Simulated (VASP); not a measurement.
# P (Pm-3m) in VASP: elastic constants with PBEsol

Aim: the elastic constants of P with PBEsol.

All numbers are computed with VASP 6.6.1; they aren't measurements. Logs are shortened: lines on timing, memory, paths and dates and some standing lists are left out, and cuts for length are marked.

## (1) The cell of the first run

Symmetry: Pm-3m, No. 221, cubic system. Conventional cell: a = 2.423 Å, b = 2.423 Å, c = 2.423 Å, α = 90.00°, β = 90.00°, γ = 90.00°. P (site symmetry m-3m) has 6 P at 2.42 Å within 3.2 Å.

This isn't the form of P at room conditions, which is orthorhombic.

## (2) Elastic constants, PBEsol

Input file INCAR:

```
ALGO     = Normal         # electronic algorithm
EDIFF    = 1E-8           # SCF threshold, eV
ENCUT    = 600            # plane-wave cutoff, eV
GGA      = PS             # functional
IBRION   = 6              # ionic algorithm
ISIF     = 3              # what is computed and relaxed
ISMEAR   = -1             # smearing method
LASPH    = T              # aspherical terms in the spheres
LCHARG   = F              # write CHGCAR
LREAL    = F              # projectors in reciprocal space
LWAVE    = F              # write WAVECAR
NELM     = 100            # most SCF steps
NFREE    = 2            
NSW      = 1              # ionic steps
POTIM    = 0.015          # step
PREC     = Accurate       # precision mode
SIGMA    = 0.15           # smearing width, eV
```

Input file KPOINTS:

```
k-points
0
Gamma
  20 20 20
```

Input file POSCAR:

```
P
1.0
    2.4228023596      0.0000000000      0.0000000000
    0.0000000000      2.4228023596      0.0000000000
    0.0000000000      0.0000000000      2.4228070425
P
1
Direct
    0.0000000000      0.0000000000      0.0000000000
```

Potentials or basis: VASP PAW PBE potentials, release 64 (P).

Launch:

```sh
$ cat potpaw_PBE.64/P/POTCAR > POTCAR
$ mpirun -np 1 vasp_std > vasp.out
```

OUTCAR:

```text
EDIFF = 1E-8
   ENCUT = 600
   GGA = PS
   IBRION = 6
   ISIF = 3
   ISMEAR = -1
   LASPH = T
   LREAL = F
   NELM = 100
   NFREE = 2
   NSW = 1
   POTIM = 0.015
   PREC = Accurate

 ion  position               nearest neighbor table
   1  0.000  0.000  0.000-

  LATTYP: Found a simple cubic cell.
 ALAT       =     2.4228023596

  Lattice vectors:

 A1 = (   2.4228023596,   0.0000000000,   0.0000000000)
 A2 = (   0.0000000000,   2.4228023596,   0.0000000000)
 A3 = (   0.0000000000,   0.0000000000,   2.4228070425)

Analysis of symmetry for initial positions (statically):
=====================================================================
 Subroutine PRICEL returns:
 Original cell was already a primitive cell.

 Routine SETGRP: Setting up the symmetry group for a
 simple cubic supercell.

 Subroutine GETGRP returns: Found 48 space group operations
 (whereof 48 operations were pure point group operations)
 out of a pool of 48 trial point group operations.

The static configuration has the point symmetry O_h .

Analysis of symmetry for dynamics (positions and initial velocities):
=====================================================================
 Subroutine PRICEL returns:
 Original cell was already a primitive cell.

 Routine SETGRP: Setting up the symmetry group for a
 simple cubic supercell.

 Subroutine GETGRP returns: Found 48 space group operations
 (whereof 48 operations were pure point group operations)
 out of a pool of 48 trial point group operations.

The dynamic configuration has the point symmetry O_h .

 Subroutine INISYM returns: Found 48 space group operations
 (whereof 48 operations are pure point group operations),
 and found     1 'primitive' translations

----------------------------------------------------------------------------------------

                                     Primitive cell

  volume of cell :      14.2218

  direct lattice vectors                    reciprocal lattice vectors
     2.422802360  0.000000000  0.000000000     0.412745182  0.000000000  0.000000000
     0.000000000  2.422802360  0.000000000     0.000000000  0.412745182  0.000000000
     0.000000000  0.000000000  2.422807043     0.000000000  0.000000000  0.412744384

  length of vectors
     2.422802360  2.422802360  2.422807043     0.412745182  0.412745182  0.412744384

  position of ions in fractional coordinates (direct lattice)
     0.000000000  0.000000000  0.000000000

  ion indices of the primitive-cell ions
   primitive index   ion index
                 1           1

----------------------------------------------------------------------------------------

 KPOINTS: k-points

Automatic generation of k-mesh.
 Grid dimensions read from file:
 generate k-points for:   20   20   20

 Generating k-lattice:

  Cartesian coordinates                     Fractional coordinates (reciprocal lattice)
     0.020637259  0.000000000  0.000000000     0.050000000  0.000000000  0.000000000
     0.000000000  0.020637259  0.000000000     0.000000000  0.050000000  0.000000000
     0.000000000  0.000000000  0.020637219     0.000000000  0.000000000  0.050000000

  Length of vectors
     0.020637259  0.020637259  0.020637219

  Shift w.r.t. Gamma in fractional coordinates (k-lattice)
     0.000000000  0.000000000  0.000000000

 Subroutine IBZKPT returns following result:
 ===========================================

 Found    286 irreducible k-points:

 Following reciprocal coordinates:
            Coordinates               Weight
  0.000000  0.000000  0.000000      1.000000
  0.050000  0.000000  0.000000      6.000000
  0.100000  0.000000  0.000000      6.000000
  0.150000  0.000000  0.000000      6.000000
  0.200000  0.000000  0.000000      6.000000
  0.250000  0.000000  0.000000      6.000000
[... 16 lines left out ...]
  0.150000  0.100000  0.000000     24.000000
  0.200000  0.100000  0.000000     24.000000
[... 21 lines left out ...]
   EDIFFG = 0.1E-06   stopping-criterion for IOM
   NSW    =     49    number of steps for IOM
   IBRION =      6    ionic relax: 0-MD 1-quasi-New 2-CG
   NFREE  =      2    steps in history (QN), initial steepest desc. (CG)
   ISIF   =      3    stress and relaxation
   ISYM   =      2    0-nonsym 1-usesym 2-fastsym
   POTIM  = 0.0150    time-step for ionic-motion
   TEBEG  =    0.0;   TEEND  =   0.0 temperature during run
   PSTRESS=    0.0 pullay stress
   NELECT =       5.0000    total number of electrons
   NUPDOWN=      -1.0000    fix difference up-down
   EMIN   =  10.00;   EMAX   =-10.00  energy-range for DOS
   EFERMI =   0.00;   METHOD = LEGACY
   ISMEAR =    -1;   SIGMA  =   0.15  broadening in eV -4-tet -1-fermi 0-gaus
   EFERMI_NEDOS =   21; number of points for ismear=-14 and -15
   IALGO  =     38    algorithm
   IMIX   =      4    mixing-type and parameters
     AMIX     =   0.40;   BMIX     =  1.00
     AMIX_MAG =   1.60;   BMIX_MAG =  1.00
  volume/ion in A,a.u.               =      14.22        95.97
  Fermi-wavevector in a.u.,A,eV,Ry     =   1.155438  2.183461 18.164274  1.335036
  Thomas-Fermi vector in A             =   2.292066
   LORBIT       =      0    0 simple, 1 ext, 2 COOP (PROOUT), +10 PAW based schemes
   GGA     = PS    functional components
   LHFCALC =     F    Hartree Fock is set to
   AEXX    =    0.0000 exact exchange contribution
   IVDW    =     0    specifies the selected vdW correction
   LEPSILON=     F    determine dielectric tensor
   LRPA    =     F    only Hartree local field effects (RPA)
 finite differences with symmetry
 non-spin polarized calculation
  energy-cutoff  :      600.00
  volume of cell :       14.22
 maximum number of plane-waves:       488
 NGX is ok and might be reduce to    20
   NGX =  9   NGY =  9   NGZ =  9

--------------------------------------- Ionic step        1  -------------------------------------------

 number of electron       4.9999999 magnetization

 Free energy of the ion-electron system (eV)
  ---------------------------------------------------
  ext. energy  EPLUGINS =         0.00000000
  ---------------------------------------------------
  free energy    TOTEN  =        -5.78276193 eV

  energy without entropy =       -5.75857080  energy(sigma->0) =       -5.77066637

------------------------ aborting loop because EDIFF is reached ----------------------------------------

  FORCE on cell =-STRESS in cart. coord.  units (eV):
  Direction    XX          YY          ZZ          XY          YZ          ZX
  --------------------------------------------------------------------------------------
  -------------------------------------------------------------------------------------
  Total        0.0106926      0.0106926      0.0106926      0.0000000      0.0000000     -0.0000000
  in kB        1.2045851      1.2045851      1.2045898      0.0000000      0.0000000     -0.0000000
  external PRESSURE =       1.2045867 kB  Pullay stress =       0.0000000 kB
[... 86 lines left out ...]
  FREE ENERGIE OF THE ION-ELECTRON SYSTEM (eV)
  ---------------------------------------------------
  free  energy   TOTEN  =        -5.7798414744 eV

  energy  without entropy=       -5.7561081439  energy(sigma->0) =       -5.76797481

 E-fermi :   9.8026     XC(G=0): -11.4151

 val. band max:        9.7931702642   @ k =   0.4000   0.2500   0.2500
 cond. band min:       9.8043343323   @ k =   0.4000   0.2500   0.0500
 fundamental gap:      0.0111640681
 Fermi energy:         9.8026268689

 k-point     1 :       0.0000    0.0000    0.0000
  band No.  band energies     occupation
      1      -6.8856      2.00000
      2      14.3580      0.00000
      3      14.9814      0.00000
      4      14.9814      0.00000
      5      16.4388      0.00000
      6      16.6318      0.00000
[... 199 lines left out ...]
 k-point    24 :       0.2000    0.1000    0.0000
  band No.  band energies     occupation
      1      -5.7276      2.00000
      2       8.5297      1.99959
      3      12.8865      0.00000
      4      15.2654      0.00000
      5      18.8764      0.00000
      6      23.0330      0.00000

 [... further k-points ...]

[... ionic steps 4 to 12 ...]

--------------------------------------- Ionic step       13  -------------------------------------------

 number of electron       5.0000001 magnetization

------------------------ aborting loop because EDIFF is reached ----------------------------------------
[... 65 lines left out ...]
--------------------------------------- Ionic step       15  -------------------------------------------

 number of electron       4.9999999 magnetization

 Free energy of the ion-electron system (eV)
  ---------------------------------------------------
  ext. energy  EPLUGINS =         0.00000000
  ---------------------------------------------------
  free energy    TOTEN  =        -5.78276165 eV

  energy without entropy =       -5.75857052  energy(sigma->0) =       -5.77066609

 E-fermi :  10.0322     XC(G=0): -11.4798

 val. band max:       10.0292412695   @ k =   0.2000   0.2000   0.0000
 cond. band min:      10.0544840954   @ k =   0.2000   0.2000   0.0500
 fundamental gap:      0.0252428260
 Fermi energy:        10.0322375615

 k-point     1 :       0.0000    0.0000    0.0000
  band No.  band energies     occupation
      1      -6.8226      2.00000
      2      15.0696      0.00000
      3      15.0697      0.00000
      4      15.0697      0.00000
      5      16.7369      0.00000
      6      16.7370      0.00000
[... 235 lines left out ...]
  FREE ENERGIE OF THE ION-ELECTRON SYSTEM (eV)
  ---------------------------------------------------
  free  energy   TOTEN  =        -5.7827616548 eV

  energy  without entropy=       -5.7585705230  energy(sigma->0) =       -5.77066609

 INTERNAL STRAIN TENSORS FROM STRAINED CELLS
 ============================================

 INTERNAL STRAIN TENSOR FOR ION    1 for displacements in x,y,z  (eV/Angst):
          X           Y           Z          XY          YZ          ZX
  --------------------------------------------------------------------------------
  x     0.00000     0.00000     0.00000     0.00000     0.00000     0.00000
  y     0.00000     0.00000     0.00000     0.00000     0.00000     0.00000
  z     0.00000     0.00000     0.00000     0.00000     0.00000     0.00000

 INTERNAL STRAIN TENSORS FROM DISPLACED ATOMS
 ============================================

 INTERNAL STRAIN TENSOR FOR ION    1 for displacements in x,y,z  (eV/Angst):
          X           Y           Z          XY          YZ          ZX
  --------------------------------------------------------------------------------
  x     0.00000     0.00000     0.00000     0.00000     0.00000     0.00000
  y     0.00000     0.00000     0.00000     0.00000     0.00000     0.00000
  z     0.00000     0.00000     0.00000     0.00000     0.00000     0.00000

 Eigenvectors and eigenvalues of the dynamical matrix
 ----------------------------------------------------

   1 f/i=    0.000000 THz     0.000000 2PiTHz    0.000000 cm-1     0.000000 meV
             X         Y         Z           dx          dy          dz
      0.000000  0.000000  0.000000    -0.997824    0.065934    0.000000

   2 f/i=    0.000000 THz     0.000000 2PiTHz    0.000000 cm-1     0.000000 meV
             X         Y         Z           dx          dy          dz
      0.000000  0.000000  0.000000    -0.065934   -0.997824    0.000000

   3 f/i=    0.000000 THz     0.000000 2PiTHz    0.000000 cm-1     0.000000 meV
             X         Y         Z           dx          dy          dz
      0.000000  0.000000  0.000000     0.000000    0.000000    1.000000

--------------------------------------------------------------------------------------------------------

 ELASTIC MODULI CONTR FROM IONIC RELAXATION (kBar)
 Direction    XX          YY          ZZ          XY          YZ          ZX
 --------------------------------------------------------------------------------
 XX           0.0000      0.0000      0.0000      0.0000      0.0000      0.0000
 YY           0.0000      0.0000      0.0000      0.0000      0.0000      0.0000
 ZZ           0.0000      0.0000      0.0000      0.0000      0.0000      0.0000
 XY           0.0000      0.0000      0.0000      0.0000      0.0000      0.0000
 YZ           0.0000      0.0000      0.0000      0.0000      0.0000      0.0000
 ZX           0.0000      0.0000      0.0000      0.0000      0.0000      0.0000
 --------------------------------------------------------------------------------

 TOTAL ELASTIC MODULI (kBar)
 Direction    XX          YY          ZZ          XY          YZ          ZX
 --------------------------------------------------------------------------------
 XX        2647.3408    553.2474    553.2496     -0.0000      0.0000      0.0000
 YY         553.2474   2647.3408    553.2496     -0.0000     -0.0000      0.0000
 ZZ         553.2496    553.2496   2647.3613     -0.0000      0.0000     -0.0000
 XY          -0.0000     -0.0000     -0.0000    616.6055      0.0000      0.0000
 YZ           0.0000     -0.0000      0.0000      0.0000    616.6079      0.0000
 ZX           0.0000      0.0000      0.0000      0.0000      0.0000    616.6079
 --------------------------------------------------------------------------------
```

It took 6.9 min on 1 thread of AMD EPYC 9R45 (Zen 5), shared host; peak memory 0.42 GiB.

Results:

* Elastic constants C11, C12, C44: 265, 55, 62 GPa
* Voigt bulk modulus: 125 GPa

Elastic tensor in Voigt notation (GPa, in the Cartesian axes of the cell as first typed):
```
265  55  55   0   0   0
 55 265  55   0   0   0
 55  55 265   0   0   0
  0   0   0  62   0   0
  0   0   0   0  62   0
  0   0   0   0   0  62
```

Clamped-ion elastic tensor (GPa):
```
265  55  55   0   0   0
 55 265  55   0   0   0
 55  55 265   0   0   0
  0   0   0  62   0   0
  0   0   0   0  62   0
  0   0   0   0   0  62
```

Caveat: the PAW data sets were made with another functional, which shifts forces and pressure a little.
